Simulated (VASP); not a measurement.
Input of a VASP 6.6.1 run:

File INCAR:

```
ALGO = Normal ; EDIFF = 1E-6
EDIFFG = -0.04 ; ENCUT = 600
GGA = PE ; IBRION = 2
ISIF = 3 ; ISMEAR = 0
LASPH = T ; LCHARG = F
LREAL = F ; LWAVE = F
NELM = 80 ; NSW = 90
PREC = Accurate ; SIGMA = 0.1
```

The input KPOINTS:

```
k-points
0
Gamma
  4 4 4
```

File POSCAR:

```
RbBr2
1.0
    3.8024836900      0.0000000000      0.0000000000
    0.0000000000      3.8024836900      0.0000000000
    0.0000000000      0.0000000000      4.7953642000
Rb Br
1 2
Direct
    0.0000000000      0.0000000000      0.5000000000
    0.0000000000      0.5000000000      0.0000000000
    0.5000000000      0.0000000000      0.0000000000
```

Potentials or basis: VASP PAW PBE potentials, release 64 (Rb_sv, Br).

Run with:

```sh
$ cat potpaw_PBE.64/Rb_sv/POTCAR potpaw_PBE.64/Br/POTCAR > POTCAR
$ mpirun -np 1 vasp_std > vasp.out
```

(1) Predict the relaxed volume.

(2) Predict the band gap on the k mesh.

(3) What does it give for the space group after relaxing (to 0.1 Å)?

Results:

(1) 39.86 Å³/atom.

(2) zero (an odd number of electrons rules out a gap without spin polarisation).

(3) P4/mmm (No. 123).

Caveat: the k points lie up to 0.32 Å⁻¹ apart in the final cell, too coarse for converged energies and pressures of a metal; the volume moved by over 15 % at a fixed basis, so the end points are rough; an odd number of electrons without spin polarisation forces a metal; a magnetic or distorted state may lie lower.
